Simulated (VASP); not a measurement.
## I: relaxation of cell and atoms with BLYP+D3(BJ)

I:

```
I
1.0
     0.00000    2.36560    3.90984
     2.19225    0.00000    3.90984
     2.19225    2.36560    0.00000
I
1
Direct
  0.00000 0.00000 0.00000
```

| Item | Value |
| --- | --- |
| Program | VASP 6.6.1 |
| Task | relaxation of cell and atoms |
| Functional | BLYP |
| Dispersion | D3(BJ) |
| Potentials or basis | VASP PAW PBE potentials, release 64 (I) |
| Cutoff | 600 eV |
| k mesh | 9 × 9 × 9 |
| Occupations | fermi-dirac, width 0.05 eV |
| Spin | no spin polarisation |
| Dipole correction | no |
| Further INCAR settings | ALGO = Normal; EDIFF = 1e-06; IBRION = 2; EDIFFG = -0.01; NSW = 60; ISIF = 3 |

The relaxed volume is 37.60 Å³/atom and the relaxed cell is a = 4.253 Å, b = 4.246 Å, c = 3.241 Å, α = 67.69°, β = 67.47°, γ = 44.84°. The space group after relaxing (to 0.1 Å) is I4/mmm (No. 139). The energy gained by relaxing is 24.1 meV/atom. The ionic steps are 15, the pressure after relaxing is 0.0 GPa and the band gap on the k mesh is zero (an odd number of electrons rules out a gap without spin polarisation). The dispersion energy per atom is -0.804 eV.

Step by step:
| step | energy change (eV) | largest force (eV/Å) | pressure (GPa) | volume (Å³) |
| --- | --- | --- | --- | --- |
| 1 | 0.0000 | 0.0000 | -0.20 | 40.55 |
| 2 | -0.0098 | 0.0000 | -0.65 | 40.25 |
| 3 | -0.0145 | 0.0000 | -1.05 | 39.90 |
| 4 | -0.0212 | 0.0000 | -0.43 | 38.51 |
| 5 | -0.0226 | 0.0000 | 0.03 | 37.64 |
| 6 | -0.0226 | 0.0000 | 0.08 | 37.56 |
| 7 | -0.0229 | 0.0000 | 0.05 | 37.55 |
| 8 | -0.0233 | 0.0000 | -0.05 | 37.49 |
| 9 | -0.0236 | 0.0000 | 0.03 | 37.42 |
| 10 | -0.0238 | 0.0000 | 0.18 | 37.31 |
| 11 | -0.0240 | 0.0000 | 0.06 | 37.47 |
| 12 | -0.0241 | 0.0000 | -0.04 | 37.60 |
| 13 | -0.0241 | 0.0000 | -0.02 | 37.59 |
| 14 | -0.0241 | 0.0000 | -0.03 | 37.60 |
| 15 | -0.0241 | 0.0000 | 0.00 | 37.60 |

Final structure:
```yaml
crystal:
  lattice:
    - [0.00000, 2.29816, 3.57818]
    - [2.28598, 0.00000, 3.57818]
    - [2.28598, 2.29816, 0.00000]
  atoms:
    - { symbol: I, position: [0.00000, 0.00000, 0.00000] }
```

Levels at points of the mesh, in eV from the Fermi level:
```csv
k point,band 1,band 2,band 3,band 4,band 5,band 6,band 7
"(0.00, 0.00, 0.00)",-13.88,-1.29,0.92,0.94,5.37,7.76,8.70
```

Run time: 11 min on 1 thread of Intel Xeon 8259CL (shared host), peak memory 0.23 GiB.

Caveat: the PAW data sets were made with another functional, which shifts forces and pressure a little; spin-orbit coupling is left out, which moves the levels of the heavy elements; an odd number of electrons without spin polarisation forces a metal; a magnetic or distorted state may lie lower.
